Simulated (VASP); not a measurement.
# In (I4/mmm) in VASP: further runs

Runs on In. Level: PBE. Tasks: electric field gradients.

All numbers are computed with VASP 6.6.1; they aren't measurements. Logs are shortened: lines on timing, memory, paths and dates and some standing lists are left out, and cuts for length are marked.

### Step 1. The cell of the first run

The structure is tetragonal, space group I4/mmm (No. 139). Conventional cell: a = 3.321 Å, b = 3.321 Å, c = 4.502 Å, α = 90.00°, β = 90.00°, γ = 90.00°. In (site symmetry 4/mmm) has 12 In at 3.25 to 3.32 Å within 4.3 Å.

### Step 2. Electric field gradients, PBE (volume scaled by 0.9405)

INCAR reads:

```
  PREC = Accurate
  ENCUT = 520
  EDIFF = 1E-8
  ISMEAR = -1
  SIGMA = 0.03
  LREAL = F
  LASPH = T
  NELM = 60
  ALGO = Normal
  ISIF = 2
  LWAVE = F
  LCHARG = F
  GGA = PE
  LEFG = T
  NBANDS = 12
```

KPOINTS reads:

```
regular mesh
0
Gamma
  17 17 17
```

POSCAR reads:

```
In
1.0
   -1.6604059914      1.6604059914      2.2508730305
    1.6604059914     -1.6604059914      2.2508730305
    1.6604059914      1.6604059914     -2.2508730305
In
1
Direct
    0.0000000000      0.0000000000      0.0000000000
```

Potentials or basis: VASP PAW PBE potentials, release 64 (In_d).

The run is started by

```
$ cat potpaw_PBE.64/In_d/POTCAR > POTCAR
$ mpirun -np 1 vasp_std > vasp.out
```

OUTCAR:

```text
PREC = Accurate
   ENCUT = 520
   EDIFF = 1E-8
   ISMEAR = -1
   LREAL = F
   LASPH = T
   NELM = 60
   ISIF = 2
   GGA = PE

 ion  position               nearest neighbor table
   1  0.000  0.000  0.000-

  LATTYP: Found a body centered tetragonal cell.
 ALAT       =     3.3208119828
 C/A-ratio  =     1.3556160615

  Lattice vectors:

 A1 = (  -1.6604059914,   1.6604059914,   2.2508730305)
 A2 = (   1.6604059914,  -1.6604059914,   2.2508730305)
 A3 = (   1.6604059914,   1.6604059914,  -2.2508730305)

Analysis of symmetry for initial positions (statically):
=====================================================================
 Subroutine PRICEL returns:
 Original cell was already a primitive cell.

 Routine SETGRP: Setting up the symmetry group for a
 body centered tetragonal supercell.

 Subroutine GETGRP returns: Found 16 space group operations
 (whereof 16 operations were pure point group operations)
 out of a pool of 16 trial point group operations.

The static configuration has the point symmetry D_4h.

Analysis of symmetry for dynamics (positions and initial velocities):
=====================================================================
 Subroutine PRICEL returns:
 Original cell was already a primitive cell.

 Routine SETGRP: Setting up the symmetry group for a
 body centered tetragonal supercell.

 Subroutine GETGRP returns: Found 16 space group operations
 (whereof 16 operations were pure point group operations)
 out of a pool of 16 trial point group operations.

The dynamic configuration has the point symmetry D_4h.

 Subroutine INISYM returns: Found 16 space group operations
 (whereof 16 operations are pure point group operations),
 and found     1 'primitive' translations

----------------------------------------------------------------------------------------

                                     Primitive cell

  volume of cell :      24.8222

  direct lattice vectors                    reciprocal lattice vectors
    -1.660405991  1.660405991  2.250873031     0.000000000  0.301131171  0.222136030
     1.660405991 -1.660405991  2.250873031     0.301131171  0.000000000  0.222136030
     1.660405991  1.660405991 -2.250873031     0.301131171  0.301131171  0.000000000

  length of vectors
     3.252741230  3.252741230  3.252741230     0.374198340  0.374198340  0.425863786

  position of ions in fractional coordinates (direct lattice)
     0.000000000  0.000000000  0.000000000

  ion indices of the primitive-cell ions
   primitive index   ion index
                 1           1

----------------------------------------------------------------------------------------

 KPOINTS: regular mesh

Automatic generation of k-mesh.
 Grid dimensions read from file:
 generate k-points for:   17   17   17

 Generating k-lattice:

  Cartesian coordinates                     Fractional coordinates (reciprocal lattice)
     0.000000000  0.017713598  0.013066825     0.058823529 -0.000000000  0.000000000
     0.017713598  0.000000000  0.013066825    -0.000000000  0.058823529  0.000000000
     0.017713598  0.017713598  0.000000000     0.000000000  0.000000000  0.058823529

  Length of vectors
     0.022011667  0.022011667  0.025050811

  Shift w.r.t. Gamma in fractional coordinates (k-lattice)
     0.000000000  0.000000000  0.000000000

 Subroutine IBZKPT returns following result:
 ===========================================

 Found    405 irreducible k-points:

 Following reciprocal coordinates:
            Coordinates               Weight
  0.000000  0.000000  0.000000      1.000000
  0.058824 -0.000000  0.000000      8.000000
  0.117647 -0.000000  0.000000      8.000000
  0.176471 -0.000000  0.000000      8.000000
  0.235294 -0.000000  0.000000      8.000000
  0.294118 -0.000000  0.000000      8.000000
[... 16 lines left out ...]
 -0.176471  0.058824 -0.000000     16.000000
 -0.117647  0.058824 -0.000000     16.000000
 [... further k-points ...]
   k-points           NKPTS =    405   k-points in BZ     NKDIM =    405   number of bands    NBANDS=     12
   number of dos      NEDOS =    301   number of ions     NIONS =      1
   total plane-waves  NPLWV =  13824
   dimension x,y,z NGX =    24 NGY =   24 NGZ =   24
   dimension x,y,z NGXF=    48 NGYF=   48 NGZF=   48
   ions per type =               1
   NGX,Y,Z   is equivalent  to a cutoff of  12.27, 12.27, 12.27 a.u.
   NGXF,Y,Z  is equivalent  to a cutoff of  24.53, 24.53, 24.53 a.u.
 SYSTEM =  unknown system
   PREC   = accura    normal or accurate (medium, high low for compatibility)
   ISTART =      0    job   : 0-new  1-cont  2-samecut
   ICHARG =      2    charge: 1-file 2-atom 10-const
   ISPIN  =      1    spin polarized calculation?
   LNONCOLLINEAR =      F non collinear calculations
   LSORBIT =      F    spin-orbit coupling
   LASPH  =      T    aspherical Exc in radial PAW
   ENCUT  =  520.0 eV  38.22 Ry    6.18 a.u.   6.05  6.05  6.05*2*pi/ulx,y,z
   NELM   =     60;   NELMIN=  2; NELMDL= -5     # of ELM steps
   EDIFF  = 0.1E-07   stopping-criterion for ELM
   LREAL  =      F    real-space projection
   EDIFFG = 0.1E-06   stopping-criterion for IOM
   NSW    =      0    number of steps for IOM
   IBRION =     -1    ionic relax: 0-MD 1-quasi-New 2-CG
   NFREE  =      0    steps in history (QN), initial steepest desc. (CG)
   ISIF   =      2    stress and relaxation
   ISYM   =      2    0-nonsym 1-usesym 2-fastsym
   POTIM  = 0.5000    time-step for ionic-motion
   TEBEG  =    0.0;   TEEND  =   0.0 temperature during run
   PSTRESS=    0.0 pullay stress
   NELECT =      13.0000    total number of electrons
   NUPDOWN=      -1.0000    fix difference up-down
   EMIN   =  10.00;   EMAX   =-10.00  energy-range for DOS
   EFERMI =   0.00;   METHOD = LEGACY
   ISMEAR =    -1;   SIGMA  =   0.03  broadening in eV -4-tet -1-fermi 0-gaus
   EFERMI_NEDOS =   21; number of points for ismear=-14 and -15
   IALGO  =     38    algorithm
   IMIX   =      4    mixing-type and parameters
     AMIX     =   0.40;   BMIX     =  1.00
     AMIX_MAG =   1.60;   BMIX_MAG =  1.00
  volume/ion in A,a.u.               =      24.82       167.51
  Fermi-wavevector in a.u.,A,eV,Ry     =   1.319601  2.493685 23.692475  1.741348
  Thomas-Fermi vector in A             =   2.449488
   LORBIT       =      0    0 simple, 1 ext, 2 COOP (PROOUT), +10 PAW based schemes
   GGA     = PE    functional components
   LHFCALC =     F    Hartree Fock is set to
   AEXX    =    0.0000 exact exchange contribution
   IVDW    =     0    specifies the selected vdW correction
   LEPSILON=     F    determine dielectric tensor
   LRPA    =     F    only Hartree local field effects (RPA)
 non-spin polarized calculation
  energy-cutoff  :      520.00
  volume of cell :       24.82
 maximum number of plane-waves:       681
   NGX = 13   NGY = 13   NGZ = 13

 number of electron      13.0000006 magnetization

 Free energy of the ion-electron system (eV)
  ---------------------------------------------------
  ext. energy  EPLUGINS =         0.00000000
  ---------------------------------------------------
  free energy    TOTEN  =        -2.52544542 eV

  energy without entropy =       -2.52431254  energy(sigma->0) =       -2.52487898

 E-fermi :   8.1820     XC(G=0): -10.5054

 val. band max:        8.1505957197   @ k =  -0.2353   0.3529   0.1765
 cond. band min:       8.2067884373   @ k =   0.2353   0.1765   0.1765
 fundamental gap:      0.0561927176
 Fermi energy:         8.1819809147

 k-point     1 :       0.0000    0.0000    0.0000
  band No.  band energies     occupation
      1      -6.5789      2.00000
      2      -6.5789      2.00000
      3      -6.5160      2.00000
      4      -6.3928      2.00000
      5      -6.3309      2.00000
      6      -1.7796      2.00000
      7      19.1277      0.00000
      8      19.2433      0.00000
      9      19.2433      0.00000
     10      19.7802      0.00000
     11      22.5766      0.00000
     12      22.5798      0.00000

 k-point     2 :       0.0588   -0.0000    0.0000
  band No.  band energies     occupation
      1      -6.5768      2.00000
      2      -6.5717      2.00000
      3      -6.5128      2.00000
      4      -6.3928      2.00000
      5      -6.3328      2.00000
      6      -1.7008      2.00000
      7      18.0972      0.00000
      8      19.0411      0.00000
      9      19.0643      0.00000
     10      19.6862      0.00000
     11      22.8404      0.00000
     12      22.8506      0.00000
[... 316 lines left out ...]
 k-point    24 :      -0.1176    0.0588   -0.0000
  band No.  band energies     occupation
      1      -6.5918      2.00000
      2      -6.5465      2.00000
      3      -6.4920      2.00000
      4      -6.4019      2.00000
      5      -6.3285      2.00000
      6      -1.4953      2.00000
      7      16.8475      0.00000
      8      17.9941      0.00000
      9      18.7425      0.00000
     10      19.6263      0.00000
     11      22.4747      0.00000
     12      23.1744      0.00000

 [... further k-points ...]

------------------------ aborting loop because EDIFF is reached ----------------------------------------

  FORCE on cell =-STRESS in cart. coord.  units (eV):
  Direction    XX          YY          ZZ          XY          YZ          ZX
  --------------------------------------------------------------------------------------
  -------------------------------------------------------------------------------------
  Total        0.7581487      0.7581487      0.6641296      0.0000000     -0.0000000      0.0000000
  in kB       48.9356558     48.9356558     42.8670719      0.0000000     -0.0000000      0.0000000
  external PRESSURE =      46.9127945 kB  Pullay stress =       0.0000000 kB

 VOLUME and BASIS-vectors are now :
 -----------------------------------------------------------------------------
  energy-cutoff  :      520.00
  volume of cell :       24.82
      direct lattice vectors                 reciprocal lattice vectors
    -1.660405991  1.660405991  2.250873031     0.000000000  0.301131171  0.222136030
     1.660405991 -1.660405991  2.250873031     0.301131171  0.000000000  0.222136030
     1.660405991  1.660405991 -2.250873031     0.301131171  0.301131171  0.000000000

 POSITION                                       TOTAL-FORCE (eV/Angst)
 -----------------------------------------------------------------------------------
      0.00000      0.00000      0.00000         0.000000     -0.000000     -0.000000
 -----------------------------------------------------------------------------------
    total drift:                               -0.000000      0.000000      0.000000

  FREE ENERGIE OF THE ION-ELECTRON SYSTEM (eV)
  ---------------------------------------------------
  free  energy   TOTEN  =        -2.5254454155 eV

  energy  without entropy=       -2.5243125430  energy(sigma->0) =       -2.52487898

 Electric field gradients (V/A^2)
---------------------------------------------------------------------
 ion       V_xx      V_yy      V_zz      V_xy      V_xz      V_yz
---------------------------------------------------------------------
   1       3.077     3.077    -6.154    -0.000     0.000     0.000
---------------------------------------------------------------------

 Electric field gradients after diagonalization (V/A^2)
 (convention: |V_zz| > |V_xx| > |V_yy|)
----------------------------------------------------------------------
 ion       V_xx      V_yy      V_zz     asymmetry (V_yy - V_xx)/ V_zz
----------------------------------------------------------------------
   1       3.077     3.077    -6.154       0.000
----------------------------------------------------------------------

           NMR quadrupolar parameters

 Cq : quadrupolar parameter    Cq=e*Q*V_zz/h
 eta: asymmetry parameters     (V_yy - V_xx)/ V_zz
 Q  : nuclear electric quadrupole moment in mb (millibarn)
----------------------------------------------------------------------
 ion       Cq(MHz)       eta       Q (mb)
----------------------------------------------------------------------
   1      -0.015       0.000       1.000
----------------------------------------------------------------------
```

Run time: 2.2 min. Hardware: 1 thread of AMD EPYC 7R43 (Zen 3), shared host; peak memory 0.19 GiB.

Results:

```yaml
Free_energy: -2.5254 eV
Pressure: 4.7 GPa
```

Electric field gradients, principal values (V/Å²):
```tsv
atom	least	middle	greatest (by size)
1 In	3.077	3.077	-6.154
```

Caveat: without QUAD_EFG the Cq values of the log hold for a quadrupole moment of 1 mb, not for the nuclei; spin-orbit coupling is left out, which moves the levels of the heavy elements.

[end of part 1 of 2]
